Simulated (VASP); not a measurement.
A run of VASP 6.6.1:

The input INCAR:

```
SYSTEM = TaN
PREC = Accurate
ENCUT = 600
EDIFF = 1E-6
ISMEAR = -1
SIGMA = 0.05
LREAL = .FALSE.
LASPH = .TRUE.
NELM = 80
ALGO = Normal
ISIF = 3
LWAVE = .FALSE.
LCHARG = .FALSE.
GGA = RE
IVDW = 13
IBRION = 2
NSW = 60
EDIFFG = -0.01
```

The input KPOINTS:

```
Automatic mesh
0
G
  10 10 10
  0 0 0
```

File POSCAR:

```
TaN
1.0
    0.0000000000      2.2113230000      2.2113230000
    2.2113230000      0.0000000000      2.2113230000
    2.2113230000      2.2113230000      0.0000000000
Ta N
1 1
Direct
    0.5000000000      0.5000000000      0.5000000000
    0.0000000000      0.0000000000      0.0000000000
```

Potentials or basis: VASP PAW PBE potentials, release 64 (Ta_pv, N).

Run with:

```sh
$ cat potpaw_PBE.64/Ta_pv/POTCAR potpaw_PBE.64/N/POTCAR > POTCAR
$ mpirun -np 1 vasp_std > vasp.out
```

Hardware: 1 thread of Intel(R) Xeon(R) Platinum 8488C (Sapphire Rapids), with other jobs on the host.

Task: How long does it take, and how much memory?

Result: Run time: 35 s on 1 thread of Intel(R) Xeon(R) Platinum 8488C (Sapphire Rapids), on a shared host, peak memory 0.18 GiB. Counts: scf iterations 33, k points 47, ion steps 4.
